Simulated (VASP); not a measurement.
A run of VASP 6.6.1:

Contents of INCAR:

```
SYSTEM = Se
ALGO = Normal
EDIFF = 1E-6
ENCUT = 520
GGA = PE
ISIF = 2
ISMEAR = 1
ISPIN = 2
ISYM = 0
LASPH = .TRUE.
LCHARG = .FALSE.
LORBIT = 11
LREAL = .FALSE.
LWAVE = .FALSE.
MAGMOM = 0 0
NBANDS = 17
NELM = 150
PREC = Accurate
SIGMA = 0.0041
```

Contents of KPOINTS:

```
k-points
0
G
  3 6 5
  0 0 0
```

File POSCAR:

```
Se
1.0
    0.0000000000      3.1255665700      3.1255665700
    3.1255665700      0.0000000000      3.1255665700
    3.1255665700      3.1255665700      0.0000000000
Se
2
Direct
    0.5000000000      0.5000000000      0.5000000000
    0.7500000000      0.7500000000      0.7500000000
```

Potentials or basis: VASP PAW PBE potentials, release 64 (Se).

Command:

```sh
$ cat potpaw_PBE.64/Se/POTCAR > POTCAR
$ mpirun -np 1 vasp_std > vasp.out
```

Hardware: 1 thread of Intel(R) Xeon(R) Platinum 8375C CPU @ 2.90GHz (Ice Lake), on a shared host.

Q: How long does it take, and how much memory?

A: Wall time 120 s on 1 thread of Intel(R) Xeon(R) Platinum 8375C CPU @ 2.90GHz (Ice Lake) (shared host), peak memory 0.27 GiB. Counts: scf iterations 22, k points 46.
